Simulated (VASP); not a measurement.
# Ga2SnSe4 (I422) in VASP: relaxation of cell and atoms with PBE

Aim: the relaxation of cell and atoms of Ga2SnSe4 with PBE.

All numbers are computed with VASP 6.6.1; they aren't measurements. Logs are shortened: lines on timing, memory, paths and dates and some standing lists are left out, and cuts for length are marked.

**1. The cell of the first run**

Symmetry: I422, No. 97, tetragonal system. The conventional cell has a = 7.662 Å, b = 7.662 Å, c = 6.293 Å, α = 90.00°, β = 90.00°, γ = 90.00°. Ga (site symmetry 222) has 4 Se at 2.45 Å and 2 Ga at 3.15 Å within 3.2 Å. Sn (site symmetry 422) has 8 Se at 3.24 Å and 4 Ga at 3.83 Å within 4.3 Å. Within 3.3 Å of Se (site symmetry 2) lie 2 Ga at 2.45 Å and 2 Sn at 3.24 Å.

**2. Relaxation of cell and atoms, PBE**

Input file INCAR:

```
PREC = Accurate
ENCUT = 600
EDIFF = 1E-6
ISMEAR = 0
SIGMA = 0.01
LREAL = False
LASPH = True
NELM = 60
ALGO = Normal
ISIF = 3
LWAVE = False
LCHARG = False
GGA = PE
IBRION = 2
NSW = 80
EDIFFG = -0.001
```

Input file KPOINTS:

```
regular mesh
0
Gamma
  6 6 6
```

Input file POSCAR:

```
Ga2SnSe4
1.0
   -3.8308324609      3.8308324609      3.1466620548
    3.8308324609     -3.8308324609      3.1466620548
    3.8308324609      3.8308324609     -3.1466620548
Ga Sn Se
2 1 4
Direct
    0.0000000000      0.5000000000      0.5000000000
    0.5000000000      0.0000000000      0.5000000000
    0.0000000000      0.0000000000      0.0000000000
    0.0764520578      0.9235479422      0.5000000000
    0.4235479422      0.5764520578      0.5000000000
    0.9235479422      0.4235479422      0.8470958845
    0.5764520578      0.0764520578      0.1529041155
```

Potentials or basis: VASP PAW PBE potentials, release 64 (Ga_d, Sn_d, Se).

Run with:

```bash
$ cat potpaw_PBE.64/Ga_d/POTCAR potpaw_PBE.64/Sn_d/POTCAR potpaw_PBE.64/Se/POTCAR > POTCAR
$ mpirun -np 1 vasp_std > vasp.out
```

OUTCAR:

```text
PREC = Accurate
   ENCUT = 600
   EDIFF = 1E-6
   ISMEAR = 0
   LREAL = False
   LASPH = True
   NELM = 60
   ISIF = 3
   GGA = PE
   IBRION = 2
   NSW = 80
   EDIFFG = -0.001

 ion  position               nearest neighbor table
   1  0.000  0.500  0.500-   4 2.45   5 2.45   7 2.45   6 2.45
   2  0.500  0.000  0.500-   4 2.45   5 2.45   6 2.45   7 2.45
   3  0.000  0.000  0.000-   6 3.24   7 3.24   5 3.24   4 3.24   4 3.24   5 3.24   6 3.24   7 3.24

   4  0.076  0.924  0.500-   1 2.45   2 2.45   3 3.24   3 3.24
   5  0.424  0.576  0.500-   1 2.45   2 2.45   3 3.24   3 3.24
   6  0.924  0.424  0.847-   2 2.45   1 2.45   3 3.24   3 3.24
   7  0.576  0.076  0.153-   1 2.45   2 2.45   3 3.24   3 3.24

  LATTYP: Found a body centered tetragonal cell.
 ALAT       =     7.6616649218
 C/A-ratio  =     0.8214042475

  Lattice vectors:

 A1 = (  -3.8308324609,   3.8308324609,   3.1466620548)
 A2 = (   3.8308324609,  -3.8308324609,   3.1466620548)
 A3 = (   3.8308324609,   3.8308324609,  -3.1466620548)

Analysis of symmetry for initial positions (statically):
=====================================================================
 Subroutine PRICEL returns:
 Original cell was already a primitive cell.

 Routine SETGRP: Setting up the symmetry group for a
 body centered tetragonal supercell.

 Subroutine GETGRP returns: Found  8 space group operations
 (whereof  8 operations were pure point group operations)
 out of a pool of 16 trial point group operations.

The static configuration has the point symmetry D_4 .

Analysis of symmetry for dynamics (positions and initial velocities):
=====================================================================
 Subroutine PRICEL returns:
 Original cell was already a primitive cell.

 Routine SETGRP: Setting up the symmetry group for a
 body centered tetragonal supercell.

 Subroutine GETGRP returns: Found  8 space group operations
 (whereof  8 operations were pure point group operations)
 out of a pool of 16 trial point group operations.

The dynamic configuration has the point symmetry D_4 .

 Subroutine INISYM returns: Found  8 space group operations
 (whereof  8 operations are pure point group operations),
 and found     1 'primitive' translations

----------------------------------------------------------------------------------------

                                     Primitive cell

  volume of cell :     184.7126

  direct lattice vectors                    reciprocal lattice vectors
    -3.830832461  3.830832461  3.146662055     0.000000000  0.130519934  0.158898538
     3.830832461 -3.830832461  3.146662055     0.130519934  0.000000000  0.158898538
     3.830832461  3.830832461 -3.146662055     0.130519934  0.130519934  0.000000000

  length of vectors
     6.265144593  6.265144593  6.265144593     0.205631220  0.205631220  0.184583061

  position of ions in fractional coordinates (direct lattice)
     0.000000000  0.500000000  0.500000000
     0.500000000  0.000000000  0.500000000
     0.000000000  0.000000000  0.000000000
     0.076452058  0.923547942  0.500000000
     0.423547942  0.576452058  0.500000000
     0.923547942  0.423547942  0.847095884
     0.576452058  0.076452058  0.152904116

  ion indices of the primitive-cell ions
   primitive index   ion index
                 1           1
                 2           2
                 3           3
                 4           4
                 5           5
                 6           6
                 7           7

----------------------------------------------------------------------------------------

 KPOINTS: regular mesh

Automatic generation of k-mesh.
 Grid dimensions read from file:
 generate k-points for:    6    6    6

 Generating k-lattice:

  Cartesian coordinates                     Fractional coordinates (reciprocal lattice)
     0.000000000  0.021753322  0.026483090     0.166666667  0.000000000  0.000000000
     0.021753322  0.000000000  0.026483090     0.000000000  0.166666667  0.000000000
     0.021753322  0.021753322  0.000000000     0.000000000  0.000000000  0.166666667

  Length of vectors
     0.034271870  0.034271870  0.030763843

  Shift w.r.t. Gamma in fractional coordinates (k-lattice)
     0.000000000  0.000000000  0.000000000

 Subroutine IBZKPT returns following result:
 ===========================================

 Found     30 irreducible k-points:

 Following reciprocal coordinates:
            Coordinates               Weight
  0.000000  0.000000  0.000000      1.000000
  0.166667 -0.000000  0.000000      8.000000
  0.333333 -0.000000  0.000000      8.000000
  0.500000 -0.000000  0.000000      4.000000
  0.166667  0.166667  0.000000      8.000000
  0.333333  0.166667  0.000000     16.000000
[... 16 lines left out ...]
 -0.333333 -0.333333  0.166667      8.000000
 -0.166667 -0.333333  0.166667      8.000000
 [... further k-points ...]
   k-points           NKPTS =     30   k-points in BZ     NKDIM =     30   number of bands    NBANDS=     38
   number of dos      NEDOS =    301   number of ions     NIONS =      7
   total plane-waves  NPLWV = 125000
   dimension x,y,z NGX =    50 NGY =   50 NGZ =   50
   dimension x,y,z NGXF=   100 NGYF=  100 NGZF=  100
   ions per type =               2   1   4
   NGX,Y,Z   is equivalent  to a cutoff of  13.27, 13.27, 13.27 a.u.
   NGXF,Y,Z  is equivalent  to a cutoff of  26.54, 26.54, 26.54 a.u.
 SYSTEM =  unknown system
   PREC   = accura    normal or accurate (medium, high low for compatibility)
   ISTART =      0    job   : 0-new  1-cont  2-samecut
   ICHARG =      2    charge: 1-file 2-atom 10-const
   ISPIN  =      1    spin polarized calculation?
   LNONCOLLINEAR =      F non collinear calculations
   LSORBIT =      F    spin-orbit coupling
   LASPH  =      T    aspherical Exc in radial PAW
   ENCUT  =  600.0 eV  44.10 Ry    6.64 a.u.  12.51 12.51 12.51*2*pi/ulx,y,z
   NELM   =     60;   NELMIN=  2; NELMDL= -5     # of ELM steps
   EDIFF  = 0.1E-05   stopping-criterion for ELM
   LREAL  =      F    real-space projection
   EDIFFG = -.1E-02   stopping-criterion for IOM
   NSW    =     80    number of steps for IOM
   IBRION =      2    ionic relax: 0-MD 1-quasi-New 2-CG
   NFREE  =      1    steps in history (QN), initial steepest desc. (CG)
   ISIF   =      3    stress and relaxation
   ISYM   =      2    0-nonsym 1-usesym 2-fastsym
   POTIM  = 0.5000    time-step for ionic-motion
   TEBEG  =    0.0;   TEEND  =   0.0 temperature during run
   PSTRESS=    0.0 pullay stress
   NELECT =      64.0000    total number of electrons
   NUPDOWN=      -1.0000    fix difference up-down
   EMIN   =  10.00;   EMAX   =-10.00  energy-range for DOS
   EFERMI =   0.00;   METHOD = LEGACY
   ISMEAR =     0;   SIGMA  =   0.01  broadening in eV -4-tet -1-fermi 0-gaus
   EFERMI_NEDOS =   21; number of points for ismear=-14 and -15
   IALGO  =     38    algorithm
   IMIX   =      4    mixing-type and parameters
     AMIX     =   0.40;   BMIX     =  1.00
     AMIX_MAG =   1.60;   BMIX_MAG =  1.00
  volume/ion in A,a.u.               =      26.39       178.07
  Fermi-wavevector in a.u.,A,eV,Ry     =   1.149836  2.172876 17.988583  1.322124
  Thomas-Fermi vector in A             =   2.286504
   LORBIT       =      0    0 simple, 1 ext, 2 COOP (PROOUT), +10 PAW based schemes
   GGA     = PE    functional components
   LHFCALC =     F    Hartree Fock is set to
   AEXX    =    0.0000 exact exchange contribution
   IVDW    =     0    specifies the selected vdW correction
   LEPSILON=     F    determine dielectric tensor
   LRPA    =     F    only Hartree local field effects (RPA)
 conjugate gradient relaxation of ions
 non-spin polarized calculation
 Gauss-broadening in eV      SIGMA  =   0.01
  energy-cutoff  :      600.00
  volume of cell :      184.71
 maximum number of plane-waves:      6209
   NGX = 25   NGY = 25   NGZ = 25

--------------------------------------- Ionic step        1  -------------------------------------------

 number of electron      64.0000024 magnetization

 Free energy of the ion-electron system (eV)
  ---------------------------------------------------
  ext. energy  EPLUGINS =         0.00000000
  ---------------------------------------------------
  free energy    TOTEN  =       -27.21348194 eV

  energy without entropy =      -27.21348194  energy(sigma->0) =      -27.21348194

------------------------ aborting loop because EDIFF is reached ----------------------------------------

  FORCE on cell =-STRESS in cart. coord.  units (eV):
  Direction    XX          YY          ZZ          XY          YZ          ZX
  --------------------------------------------------------------------------------------
  -------------------------------------------------------------------------------------
  Total        0.1099758      0.1099758      0.1735114      0.0000000     -0.0000000      0.0000000
  in kB        0.9539187      0.9539187      1.5050196      0.0000000     -0.0000000      0.0000000
  external PRESSURE =       1.1376190 kB  Pullay stress =       0.0000000 kB
[... 104 lines left out ...]
  FREE ENERGIE OF THE ION-ELECTRON SYSTEM (eV)
  ---------------------------------------------------
  free  energy   TOTEN  =       -27.2136162513 eV

  energy  without entropy=      -27.2136162513  energy(sigma->0) =      -27.21361625

[... ionic steps 4 to 9 ...]

--------------------------------------- Ionic step       10  -------------------------------------------

 number of electron      64.0000023 magnetization

------------------------ aborting loop because EDIFF is reached ----------------------------------------
[... 77 lines left out ...]
--------------------------------------- Ionic step       12  -------------------------------------------

 number of electron      64.0000023 magnetization

 Free energy of the ion-electron system (eV)
  ---------------------------------------------------
  ext. energy  EPLUGINS =         0.00000000
  ---------------------------------------------------
  free energy    TOTEN  =       -27.21361763 eV

  energy without entropy =      -27.21361763  energy(sigma->0) =      -27.21361763

 E-fermi :   2.7759     XC(G=0):  -9.1365

 val. band max:        2.7281165296   @ k =   0.3333   0.3333   0.1667
 cond. band min:       4.0645337288   @ k =  -0.3333  -0.3333   0.3333
 fundamental gap:      1.3364171992
 Fermi energy:         2.7758876243

 k-point     1 :       0.0000    0.0000    0.0000
  band No.  band energies     occupation
      1     -18.4383      2.00000
      2     -18.4297      2.00000
      3     -18.4297      2.00000
      4     -18.4270      2.00000
      5     -18.4265      2.00000
      6     -11.6633      2.00000
[... 973 lines left out ...]
     37       6.9480      0.00000
     38       7.7038      0.00000

 [... further k-points ...]

------------------------ aborting loop because EDIFF is reached ----------------------------------------

  FORCE on cell =-STRESS in cart. coord.  units (eV):
  Direction    XX          YY          ZZ          XY          YZ          ZX
  --------------------------------------------------------------------------------------
  -------------------------------------------------------------------------------------
  Total        0.0017620      0.0017620      0.0008386      0.0000000      0.0000000      0.0000000
  in kB        0.0152552      0.0152552      0.0072606      0.0000000      0.0000000      0.0000000
  external PRESSURE =       0.0125903 kB  Pullay stress =       0.0000000 kB
[... 22 lines left out ...]
  FREE ENERGIE OF THE ION-ELECTRON SYSTEM (eV)
  ---------------------------------------------------
  free  energy   TOTEN  =       -27.2136176259 eV

  energy  without entropy=      -27.2136176259  energy(sigma->0) =      -27.21361763

 reached required accuracy - stopping structural energy minimisation
```

It took 12 min on 1 thread of Intel Xeon 6975P-C (Granite Rapids), shared host; peak memory 0.53 GiB.

What came out:

```
Free energy                           : -27.2136 eV
Relaxed volume                        : 26.44 Å³/atom
Relaxed cell                          : a = 6.269 Å, b = 6.269 Å, c = 6.269 Å, α = 104.62°, β = 104.62°, γ = 119.68°
Space group after relaxing (to 0.1 Å) : I422 (No. 97)
Energy gained by relaxing             : 0.0 meV/atom
Ionic steps                           : 12
Pressure after relaxing               : 0.0 GPa
Band gap on the k mesh                : 1.34 eV (least direct gap 1.43 eV)
```

The path:
| step | energy change (eV) | largest force (eV/Å) | pressure (GPa) | volume (Å³) |
| --- | --- | --- | --- | --- |
| 1 | 0.0000 | 0.0198 | 0.11 | 184.71 |
| 2 | -0.0001 | 0.0113 | -0.07 | 185.21 |
| 3 | -0.0001 | 0.0006 | 0.05 | 185.02 |
| 4 | -0.0001 | 0.0040 | -0.04 | 185.09 |
| 5 | -0.0001 | 0.0020 | 0.00 | 185.06 |
| 6 | -0.0001 | 0.0008 | -0.01 | 185.05 |
| 7 | -0.0001 | 0.0006 | 0.02 | 185.04 |
| 8 | -0.0001 | 0.0012 | 0.02 | 185.05 |
| 9 | -0.0001 | 0.0004 | -0.01 | 185.07 |
| 10 | -0.0001 | 0.0007 | -0.01 | 185.07 |
| 11 | -0.0001 | 0.0014 | 0.01 | 185.05 |
| 12 | -0.0001 | 0.0001 | 0.00 | 185.06 |

Final structure:
```cif
data_structure
_symmetry_space_group_name_H-M 'P 1'
_symmetry_Int_Tables_number 1
_cell_length_a 6.2688
_cell_length_b 6.2688
_cell_length_c 6.2688
_cell_angle_alpha 104.621
_cell_angle_beta 104.621
_cell_angle_gamma 119.681
_cell_volume 185.06
loop_
_atom_site_label
_atom_site_type_symbol
_atom_site_fract_x
_atom_site_fract_y
_atom_site_fract_z
_atom_site_occupancy
Ga1 Ga 0.00000 0.50000 0.50000 1
Ga2 Ga 0.50000 0.00000 0.50000 1
Sn1 Sn 0.00000 0.00000 0.00000 1
Se1 Se 0.07641 0.92359 0.50000 1
Se2 Se 0.42359 0.57641 0.50000 1
Se3 Se 0.92359 0.42359 0.84718 1
Se4 Se 0.57641 0.07641 0.15282 1
```

Levels at points of the mesh, in eV from the valence-band top:
| k point | band 30 | band 31 | band 32 | band 33 | band 34 | band 35 |
| --- | --- | --- | --- | --- | --- | --- |
| (0.00, 0.00, 0.00) | -0.49 | -0.37 | -0.10 | 2.96 | 3.94 | 3.94 |
| (0.50, 0.00, 0.00) | -0.65 | -0.50 | -0.25 | 2.16 | 2.26 | 2.76 |
| (0.50, 0.50, 0.00) | -0.57 | -0.49 | -0.31 | 1.66 | 2.59 | 2.68 |
| (0.50, 0.50, 0.50) | -0.93 | -0.23 | -0.02 | 1.87 | 2.40 | 2.51 |

Caveat: spin-orbit coupling is left out, which moves the levels of the heavy elements.
